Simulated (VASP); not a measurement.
# Pt (P6_3/mmc) in VASP: further runs

The runs below take Pt through single point, with PBEsol.

All numbers are computed with VASP 6.6.1; they aren't measurements. Logs are shortened: lines on timing, memory, paths and dates and some standing lists are left out, and cuts for length are marked.

## (1) The cell of the first run

Symmetry: P6_3/mmc, No. 194, hexagonal system. Conventional cell: a = 2.540 Å, b = 2.540 Å, c = 5.176 Å, α = 90.00°, β = 90.00°, γ = 120.00°. Within 3.4 Å of Pt (site symmetry -6m2) lie 12 Pt at 2.54 to 2.97 Å.

## (2) Single point, PBEsol (strain -0.080 along x and y, +0.080 along z)

Contents of INCAR:

```
PREC     = Accurate       # precision mode
ENCUT    = 520            # plane-wave cutoff, eV
EDIFF    = 1E-6           # SCF threshold, eV
ISMEAR   = 0              # smearing method
SIGMA    = 0.15           # smearing width, eV
LREAL    = False          # projectors in reciprocal space
LASPH    = True           # aspherical terms in the spheres
NELM     = 100            # most SCF steps
ALGO     = Fast           # electronic algorithm
ISIF     = 2              # what is computed and relaxed
LWAVE    = False          # write WAVECAR
LCHARG   = False          # write CHGCAR
GGA      = PS             # functional
NBANDS   = 17             # bands
```

Contents of KPOINTS:

```
Automatic mesh
0
Gamma
  18 18 10
```

Contents of POSCAR:

```
Pt
1.0
    2.5398123665      0.0000000000      0.0000000000
   -1.2699061833      2.1995420302      0.0000000000
    0.0000000000      0.0000000000      5.1755047200
Pt
2
Direct
    0.6666666667      0.3333333333      0.7500000000
    0.3333333333      0.6666666667      0.2500000000
```

Potentials or basis: VASP PAW PBE potentials, release 64 (Pt).

Command:

```console
$ cat potpaw_PBE.64/Pt/POTCAR > POTCAR
$ mpirun -np 1 vasp_std > vasp.out
```

OUTCAR:

```text
PREC = Accurate
   ENCUT = 520
   EDIFF = 1E-6
   ISMEAR = 0
   LREAL = False
   LASPH = True
   NELM = 100
   ISIF = 2
   GGA = PS

 ion  position               nearest neighbor table
   1  0.667  0.333  0.750-   2 2.97   2 2.97   2 2.97   2 2.97   2 2.97   2 2.97
   2  0.333  0.667  0.250-   1 2.97   1 2.97   1 2.97   1 2.97   1 2.97   1 2.97

  LATTYP: Found a hexagonal cell.
 ALAT       =     2.5398123665
 C/A-ratio  =     2.0377508151

  Lattice vectors:

 A1 = (   2.5398123665,   0.0000000000,   0.0000000000)
 A2 = (  -1.2699061833,   2.1995420302,   0.0000000000)
 A3 = (   0.0000000000,   0.0000000000,   5.1755047200)

Analysis of symmetry for initial positions (statically):
=====================================================================
 Subroutine PRICEL returns:
 Original cell was already a primitive cell.

 Routine SETGRP: Setting up the symmetry group for a
 hexagonal supercell.

 Subroutine GETGRP returns: Found 24 space group operations
 (whereof 12 operations were pure point group operations)
 out of a pool of 24 trial point group operations.

The static configuration has the point symmetry D_3d.
 The point group associated with its full space group is D_6h.

Analysis of symmetry for dynamics (positions and initial velocities):
=====================================================================
 Subroutine PRICEL returns:
 Original cell was already a primitive cell.

 Routine SETGRP: Setting up the symmetry group for a
 hexagonal supercell.

 Subroutine GETGRP returns: Found 24 space group operations
 (whereof 12 operations were pure point group operations)
 out of a pool of 24 trial point group operations.

The dynamic configuration has the point symmetry D_3d.
 The point group associated with its full space group is D_6h.

 Subroutine INISYM returns: Found 24 space group operations
 (whereof 12 operations are pure point group operations),
 and found     1 'primitive' translations

----------------------------------------------------------------------------------------

                                     Primitive cell

  volume of cell :      28.9126

  direct lattice vectors                    reciprocal lattice vectors
     2.539812367  0.000000000  0.000000000     0.393729873  0.227320048  0.000000000
    -1.269906183  2.199542030  0.000000000     0.000000000  0.454640096  0.000000000
     0.000000000  0.000000000  5.175504720     0.000000000  0.000000000  0.193217870

  length of vectors
     2.539812367  2.539812366  5.175504720     0.454640096  0.454640096  0.193217870

  position of ions in fractional coordinates (direct lattice)
     0.666666667  0.333333333  0.750000000
     0.333333333  0.666666667  0.250000000

  ion indices of the primitive-cell ions
   primitive index   ion index
                 1           1
                 2           2

----------------------------------------------------------------------------------------

 KPOINTS: Automatic mesh

Automatic generation of k-mesh.
 Grid dimensions read from file:
 generate k-points for:   18   18   10

 Generating k-lattice:

  Cartesian coordinates                     Fractional coordinates (reciprocal lattice)
     0.021873882  0.012628892  0.000000000     0.055555556 -0.000000000  0.000000000
     0.000000000  0.025257783  0.000000000     0.000000000  0.055555556  0.000000000
     0.000000000  0.000000000  0.019321787     0.000000000  0.000000000  0.100000000

  Length of vectors
     0.025257783  0.025257783  0.019321787

  Shift w.r.t. Gamma in fractional coordinates (k-lattice)
     0.000000000  0.000000000  0.000000000

 Subroutine IBZKPT returns following result:
 ===========================================

 Found    222 irreducible k-points:

 Following reciprocal coordinates:
            Coordinates               Weight
  0.000000  0.000000  0.000000      1.000000
  0.055556  0.000000  0.000000      6.000000
  0.111111  0.000000  0.000000      6.000000
  0.166667 -0.000000  0.000000      6.000000
  0.222222 -0.000000  0.000000      6.000000
  0.277778  0.000000  0.000000      6.000000
[... 16 lines left out ...]
  0.333333  0.111111  0.000000     12.000000
  0.388889  0.111111  0.000000     12.000000
 [... further k-points ...]
   k-points           NKPTS =    222   k-points in BZ     NKDIM =    222   number of bands    NBANDS=     17
   number of dos      NEDOS =    301   number of ions     NIONS =      2
   total plane-waves  NPLWV =  16000
   dimension x,y,z NGX =    20 NGY =   20 NGZ =   40
   dimension x,y,z NGXF=    40 NGYF=   40 NGZF=   80
   ions per type =               2
   NGX,Y,Z   is equivalent  to a cutoff of  13.09, 13.09, 12.85 a.u.
   NGXF,Y,Z  is equivalent  to a cutoff of  26.18, 26.18, 25.70 a.u.
 SYSTEM =  unknown system
   PREC   = accura    normal or accurate (medium, high low for compatibility)
   ISTART =      0    job   : 0-new  1-cont  2-samecut
   ICHARG =      2    charge: 1-file 2-atom 10-const
   ISPIN  =      1    spin polarized calculation?
   LNONCOLLINEAR =      F non collinear calculations
   LSORBIT =      F    spin-orbit coupling
   LASPH  =      T    aspherical Exc in radial PAW
   ENCUT  =  520.0 eV  38.22 Ry    6.18 a.u.   4.72  4.72  9.62*2*pi/ulx,y,z
   NELM   =    100;   NELMIN=  2; NELMDL= -5     # of ELM steps
   EDIFF  = 0.1E-05   stopping-criterion for ELM
   LREAL  =      F    real-space projection
   EDIFFG = 0.1E-04   stopping-criterion for IOM
   NSW    =      0    number of steps for IOM
   IBRION =     -1    ionic relax: 0-MD 1-quasi-New 2-CG
   NFREE  =      0    steps in history (QN), initial steepest desc. (CG)
   ISIF   =      2    stress and relaxation
   ISYM   =      2    0-nonsym 1-usesym 2-fastsym
   POTIM  = 0.5000    time-step for ionic-motion
   TEBEG  =    0.0;   TEEND  =   0.0 temperature during run
   PSTRESS=    0.0 pullay stress
   NELECT =      20.0000    total number of electrons
   NUPDOWN=      -1.0000    fix difference up-down
   EMIN   =  10.00;   EMAX   =-10.00  energy-range for DOS
   EFERMI =   0.00;   METHOD = LEGACY
   ISMEAR =     0;   SIGMA  =   0.15  broadening in eV -4-tet -1-fermi 0-gaus
   EFERMI_NEDOS =   21; number of points for ismear=-14 and -15
   IALGO  =     68    algorithm
   IMIX   =      4    mixing-type and parameters
     AMIX     =   0.40;   BMIX     =  1.00
     AMIX_MAG =   1.60;   BMIX_MAG =  1.00
  volume/ion in A,a.u.               =      14.46        97.56
  Fermi-wavevector in a.u.,A,eV,Ry     =   1.447847  2.736034 28.521356  2.096261
  Thomas-Fermi vector in A             =   2.565755
   LORBIT       =      0    0 simple, 1 ext, 2 COOP (PROOUT), +10 PAW based schemes
   GGA     = PS    functional components
   LHFCALC =     F    Hartree Fock is set to
   AEXX    =    0.0000 exact exchange contribution
   IVDW    =     0    specifies the selected vdW correction
   LEPSILON=     F    determine dielectric tensor
   LRPA    =     F    only Hartree local field effects (RPA)
 non-spin polarized calculation
 RMM-DIIS sequential band-by-band and
 Gauss-broadening in eV      SIGMA  =   0.15
  energy-cutoff  :      520.00
  volume of cell :       28.91
 maximum number of plane-waves:       799
 NGX is ok and might be reduce to    20
   NGX =  9   NGY =  9   NGZ = 19

 number of electron      20.0000000 magnetization

 Free energy of the ion-electron system (eV)
  ---------------------------------------------------
  ext. energy  EPLUGINS =         0.00000000
  ---------------------------------------------------
  free energy    TOTEN  =       -13.13149022 eV

  energy without entropy =      -13.10291515  energy(sigma->0) =      -13.11720269

 E-fermi :  11.7870     XC(G=0): -13.8186

 val. band max:       11.7845717405   @ k =   0.0556   0.0000   0.2000
 cond. band min:      11.7903175830   @ k =   0.0000   0.0000   0.2000
 fundamental gap:      0.0057458425
 Fermi energy:        11.7870306924

 k-point     1 :       0.0000    0.0000    0.0000
  band No.  band energies     occupation
      1       1.0704      2.00000
      2       3.0267      2.00000
      3       6.1669      2.00000
      4       7.7099      2.00000
      5       7.7099      2.00000
      6       7.9039      2.00000
[... 9 lines left out ...]
     16      28.8937      0.00000
     17      35.9908      0.00000

 k-point     2 :       0.0556    0.0000    0.0000
  band No.  band energies     occupation
      1       1.2183      2.00000
      2       3.1794      2.00000
      3       6.2334      2.00000
      4       7.6156      2.00000
      5       7.8114      2.00000
      6       7.8304      2.00000
[... 9 lines left out ...]
     16      29.1741      0.00000
     17      34.5008      0.00000

 k-point     3 :       0.1111    0.0000    0.0000
  band No.  band energies     occupation
      1       1.6459      2.00000
      2       3.6103      2.00000
      3       6.4078      2.00000
      4       7.3801      2.00000
      5       7.5951      2.00000
      6       8.1865      2.00000
[... 9 lines left out ...]
     16      29.9192      0.00000
     17      32.7821      0.00000

 k-point     4 :       0.1667   -0.0000    0.0000
  band No.  band energies     occupation
      1       2.2991      2.00000
      2       4.2068      2.00000
      3       6.5651      2.00000
      4       7.0965      2.00000
      5       7.5411      2.00000
      6       7.7081      2.00000
[... 9 lines left out ...]
     16      30.7706      0.00000
     17      31.3426      0.00000

 k-point     5 :       0.2222   -0.0000    0.0000
  band No.  band energies     occupation
      1       3.0598      2.00000
      2       4.6603      2.00000
      3       6.5986      2.00000
      4       6.9887      2.00000
      5       7.0162      2.00000
      6       7.9976      2.00000
[... 9 lines left out ...]
     16      30.6886      0.00000
     17      31.6298      0.00000

 k-point     6 :       0.2778    0.0000    0.0000
  band No.  band energies     occupation
      1       3.7019      2.00000
      2       4.6600      2.00000
      3       6.3760      2.00000
      4       6.6170      2.00000
      5       7.6236      2.00000
      6       8.4403      2.00000
[... 9 lines left out ...]
     16      30.2028      0.00000
     17      30.8790      0.00000

 k-point     7 :       0.3333    0.0000    0.0000
  band No.  band energies     occupation
      1       3.9825      2.00000
      2       4.4152      2.00000
      3       5.8869      2.00000
      4       6.9764      2.00000
      5       7.9016      2.00000
      6       8.5057      2.00000
[... 9 lines left out ...]
     16      28.8460      0.00000
     17      29.5138      0.00000

 k-point     8 :       0.3889   -0.0000    0.0000
  band No.  band energies     occupation
      1       3.9601      2.00000
      2       4.1712      2.00000
      3       5.5317      2.00000
      4       7.4917      2.00000
      5       7.5881      2.00000
      6       9.2117      2.00000
[... 9 lines left out ...]
     16      26.6454      0.00000
     17      27.6587      0.00000
[... 203 lines left out ...]
      1       2.6898      2.00000
      2       4.6096      2.00000
      3       6.5463      2.00000
      4       7.0487      2.00000
      5       7.1844      2.00000
      6       7.3993      2.00000
[... 9 lines left out ...]
     16      29.8158      0.00000
     17      30.6289      0.00000

 k-point    20 :       0.1667    0.1111    0.0000
  band No.  band energies     occupation
      1       3.4712      2.00000
      2       5.1925      2.00000
      3       6.4374      2.00000
      4       6.7354      2.00000
      5       6.8276      2.00000
      6       7.5820      2.00000
[... 9 lines left out ...]
     16      28.7425      0.00000
     17      29.8988      0.00000

 k-point    21 :       0.2222    0.1111    0.0000
  band No.  band energies     occupation
      1       4.1975      2.00000
      2       5.2148      2.00000
      3       6.3286      2.00000
      4       6.5828      2.00000
      5       6.9759      2.00000
      6       8.2507      2.00000
[... 9 lines left out ...]
     16      27.9624      0.00000
     17      30.7281      0.00000

 k-point    22 :       0.2778    0.1111    0.0000
  band No.  band energies     occupation
      1       4.5422      2.00000
      2       4.9270      2.00000
      3       5.9271      2.00000
      4       6.9163      2.00000
      5       7.8362      2.00000
      6       7.8497      2.00000
[... 9 lines left out ...]
     16      27.0102      0.00000
     17      29.6139      0.00000

 k-point    23 :       0.3333    0.1111    0.0000
  band No.  band energies     occupation
      1       4.5004      2.00000
      2       4.6813      2.00000
      3       5.6352      2.00000
      4       7.5197      2.00000
      5       7.5848      2.00000
      6       8.6024      2.00000
[... 9 lines left out ...]
     16      26.1167      0.00000
     17      27.3600      0.00000

 k-point    24 :       0.3889    0.1111    0.0000
  band No.  band energies     occupation
      1       4.3654      2.00000
      2       4.5421      2.00000
      3       5.4586      2.00000
      4       7.3137      2.00000
      5       8.2041      2.00000
      6       9.0212      2.00000
[... 9 lines left out ...]
     16      25.4048      0.00000
     17      25.8583      0.00000

 [... further k-points ...]
[... 5 lines left out ...]
  --------------------------------------------------------------------------------------
  -------------------------------------------------------------------------------------
  Total        9.7958630      9.7958630     -1.8151993     -0.0000000      0.0000000      0.0000000
  in kB      542.8335453    542.8335452   -100.5884917     -0.0000000      0.0000000      0.0000000
  external PRESSURE =     328.3595330 kB  Pullay stress =       0.0000000 kB

 VOLUME and BASIS-vectors are now :
 -----------------------------------------------------------------------------
  energy-cutoff  :      520.00
  volume of cell :       28.91
      direct lattice vectors                 reciprocal lattice vectors
     2.539812367  0.000000000  0.000000000     0.393729873  0.227320048  0.000000000
    -1.269906183  2.199542030  0.000000000     0.000000000  0.454640096  0.000000000
     0.000000000  0.000000000  5.175504720     0.000000000  0.000000000  0.193217870

 POSITION                                       TOTAL-FORCE (eV/Angst)
 -----------------------------------------------------------------------------------
      1.26991      0.73318      3.88163        -0.000000      0.000000      0.000000
     -0.00000      1.46636      1.29388         0.000000     -0.000000      0.000000
 -----------------------------------------------------------------------------------
    total drift:                               -0.000000      0.000000     -0.000000

  FREE ENERGIE OF THE ION-ELECTRON SYSTEM (eV)
  ---------------------------------------------------
  free  energy   TOTEN  =       -13.1314902186 eV

  energy  without entropy=      -13.1029151526  energy(sigma->0) =      -13.11720269
```

Run time: 64 s. Hardware: 1 thread of Intel Xeon Platinum 8375C at 2.90GHz (Ice Lake), shared host; peak memory 0.21 GiB.

Results:

| Quantity | Value |
| --- | --- |
| Free energy | -13.1315 eV |
| Pressure | 32.8 GPa |
| Band gap on the k mesh | zero (band 10 reaches 13.25 eV, above the bottom of band 11 at 10.99 eV) |

Stress tensor (GPa, compression positive):
```
 54.28   0.00   0.00
  0.00  54.28   0.00
  0.00   0.00 -10.06
```

Caveat: the cell differs from its parent crystal (strain -0.080 along x and y, +0.080 along z); the PAW data sets were made with another functional, which shifts forces and pressure a little; spin-orbit coupling is left out, which moves the levels of the heavy elements.

## (3) Single point, PBEsol (strain +0.000 along x and y, -0.080 along z)

Contents of INCAR:

```
PREC = Accurate ; ENCUT = 520
EDIFF = 1E-6 ; ISMEAR = 0
SIGMA = 0.15 ; LREAL = F
LASPH = T ; NELM = 80
ALGO = Normal ; ISIF = 2
LWAVE = F ; LCHARG = F
GGA = PS ; NBANDS = 17
```

Contents of KPOINTS:

```
regular mesh
0
Gamma
  18 18 10
```

Contents of POSCAR:

```
Pt
1.0
    2.7606656158      0.0000000000      0.0000000000
   -1.3803328079      2.3908065546      0.0000000000
    0.0000000000      0.0000000000      4.4087632800
Pt
2
Direct
    0.6666666667      0.3333333333      0.7500000000
    0.3333333333      0.6666666667      0.2500000000
```

Potentials or basis: VASP PAW PBE potentials, release 64 (Pt).

Command:

```console
$ cat potpaw_PBE.64/Pt/POTCAR > POTCAR
$ mpirun -np 1 vasp_std > vasp.out
```

Run time: 62 s. Hardware: 1 thread of Intel Xeon Platinum 8375C at 2.90GHz (Ice Lake), shared host; peak memory 0.22 GiB.

It converged, with:

* Free energy: -13.7161 eV
* Pressure: 12.3 GPa
* Band gap on the k mesh: zero (band 10 reaches 12.14 eV, above the bottom of band 11 at 10.82 eV)

Stress tensor (GPa, compression positive):
```
 8.14  0.00  0.00
 0.00  8.14  0.00
 0.00  0.00 20.74
```

Levels at points of the mesh, in eV from the Fermi level:
| k point | band 8 | band 9 | band 10 | band 11 | band 12 | band 13 |
| --- | --- | --- | --- | --- | --- | --- |
| (0.00, 0.00, 0.00) | -2.74 | -2.74 | -0.50 | -0.34 | -0.34 | 6.30 |
| (0.50, 0.00, 0.00) | -0.10 | 0.29 | 0.29 | 2.19 | 3.62 | 7.88 |
| (0.00, 0.00, 0.50) | -4.04 | -1.00 | -1.00 | -1.00 | -1.00 | 13.72 |
| (0.50, 0.00, 0.50) | -1.16 | 0.14 | 0.14 | 1.60 | 1.60 | 6.73 |

Caveat: the cell differs from its parent crystal (strain +0.000 along x and y, -0.080 along z); the PAW data sets were made with another functional, which shifts forces and pressure a little; spin-orbit coupling is left out, which moves the levels of the heavy elements.
